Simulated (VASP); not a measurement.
Write the native input for VASP 6.6.1 that does the following.

```
Task                   : single point
Functional             : PBEsol
Potentials or basis    : VASP PAW PBE potentials, release 64 (Si, Sn_d)
Cutoff                 : 520 eV
k mesh                 : 6 × 6 × 2
Occupations            : fermi-dirac, width 0.02 eV
Spin                   : no spin polarisation
Dipole correction      : no
Further INCAR settings : ALGO = Normal; EDIFF = 1e-07; NBANDS = 41
```

The structure of SiSn2 lies in POSCAR:

```
SiSn2
1.0
    4.3891122683      0.0000000001      0.0000000000
   -2.1945561342      3.8010827244      0.0000000000
    0.0000000000      0.0000000000     10.7457090602
Si Sn
2 4
Direct
    0.0000000000      0.0000000000     -0.0080989624
    0.6666666667      0.3333333333      0.6734937263
    0.3333333333      0.6666666667      0.3355399853
    0.6666666667      0.3333333333      0.9167177913
    0.3333333333      0.6666666667      0.5990042122
    0.0000000000      0.0000000000      0.2333432474
```

One way to write it, as run:

INCAR

```
PREC     = Accurate       # precision mode
ENCUT    = 520            # plane-wave cutoff, eV
EDIFF    = 1E-7           # SCF threshold, eV
ISMEAR   = -1             # smearing method
SIGMA    = 0.02           # smearing width, eV
LREAL    = F              # projectors in reciprocal space
LASPH    = T              # aspherical terms in the spheres
NELM     = 80             # most SCF steps
ALGO     = Normal         # electronic algorithm
ISIF     = 2              # what is computed and relaxed
LWAVE    = F              # write WAVECAR
LCHARG   = F              # write CHGCAR
GGA      = PS             # functional
NBANDS   = 41             # bands
```

KPOINTS

```
Automatic mesh
0
Gamma
  6 6 2
```

Potentials or basis: VASP PAW PBE potentials, release 64 (Si, Sn_d).

The run is started by

```bash
$ cat potpaw_PBE.64/Si/POTCAR potpaw_PBE.64/Sn_d/POTCAR > POTCAR
$ mpirun -np 1 vasp_std > vasp.out
```

Results of the run:

```
Pressure               : -0.6 GPa
Largest force          : 0.054 eV/Å
Band gap on the k mesh : zero (bands 32 and 33 overlap by 0.01 eV)
```

Caveat: semilocal functionals underestimate gaps, so a narrow gap can read as zero; the PAW data sets were made with another functional, which shifts forces and pressure a little; spin-orbit coupling is left out, which moves the levels of the heavy elements.

Run time: 73 s on 1 thread of Intel(R) Xeon(R) Platinum 8488C (Sapphire Rapids), with other jobs on the host, peak memory 0.34 GiB.
